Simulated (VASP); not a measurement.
# Fe: single point with LDA

The system is Fe.

```
Fe
1.0
     2.86600    0.00000    0.00000
     0.00000    2.86600    0.00000
     0.00000    0.00000    2.86600
Fe
2
Direct
  0.00000 0.00000 0.00000
  0.52000 0.50000 0.50000
```

| Item | Value |
| --- | --- |
| Program | VASP 6.6.1 |
| Task | single point |
| Functional | LDA |
| Potentials or basis | VASP PAW LDA potentials, release 64 (Fe) |
| Cutoff | 520 eV |
| k mesh | 2 × 2 × 2 |
| Occupations | fermi-dirac, width 0.272114 eV |
| Spin | non-collinear spin, typed start |
| Starting moments | [[0.0, 0.0, 2.0], [0.684, 0.0, 1.879]] μB |

```json
{"Pressure": "-12.8 GPa", "Largest force": "0.158 eV/Å", "Band gap on the k mesh": "zero (band 16 reaches 6.12 eV, above the bottom of band 17 at 5.26 eV)", "Net moment": "3.83 μB per cell", "Valence electrons inside the program's atomic spheres": "Fe 7.23"}
```

Forces on the atoms (eV/Å):
```
Fe   0.158  0.000  0.000
Fe  -0.158  0.000  0.000
```

Stress tensor (GPa, compression positive):
```
-12.99   0.00   0.00
  0.00 -12.75   0.00
  0.00   0.00 -12.75
```

Levels at points of the mesh, in eV from the Fermi level:
| k point | band 12 | band 13 | band 14 | band 15 | band 16 | band 17 | band 18 | band 19 |
| --- | --- | --- | --- | --- | --- | --- | --- | --- |
| (0.00, 0.00, 0.00) | -0.90 | -0.88 | -0.88 | 0.12 | 0.12 | 0.14 | 0.89 | 0.92 |
| (0.50, 0.00, 0.00) | -1.28 | -1.09 | -0.95 | -0.48 | -0.48 | -0.47 | -0.47 | -0.07 |
| (0.00, 0.50, 0.00) | -1.34 | -1.08 | -1.08 | -0.51 | -0.51 | -0.43 | -0.43 | 0.08 |
| (0.00, 0.00, 0.50) | -1.34 | -1.08 | -1.08 | -0.51 | -0.51 | -0.43 | -0.43 | 0.08 |
| (0.50, 0.50, 0.00) | -0.84 | -0.05 | -0.05 | 0.39 | 0.39 | 0.44 | 0.44 | 0.86 |
| (0.00, 0.50, 0.50) | -0.84 | -0.07 | -0.07 | 0.38 | 0.38 | 0.48 | 0.48 | 0.81 |
| (0.50, 0.00, 0.50) | -0.84 | -0.05 | -0.05 | 0.39 | 0.39 | 0.44 | 0.44 | 0.86 |
| (0.50, 0.50, 0.50) | -2.12 | -0.81 | -0.81 | -0.80 | -0.80 | 1.19 | 1.19 | 1.19 |

Moments on the atoms (μB; x, y, z):
```
Fe  0.05 0.00 1.86
Fe  0.58 0.00 1.76
```

Run time: 52 s on 1 thread of AMD EPYC 7R43 64-Core Processor (Zen 3), on a shared host, peak memory 0.15 GiB.

Caveat: the k points lie up to 1.10 Å⁻¹ apart.
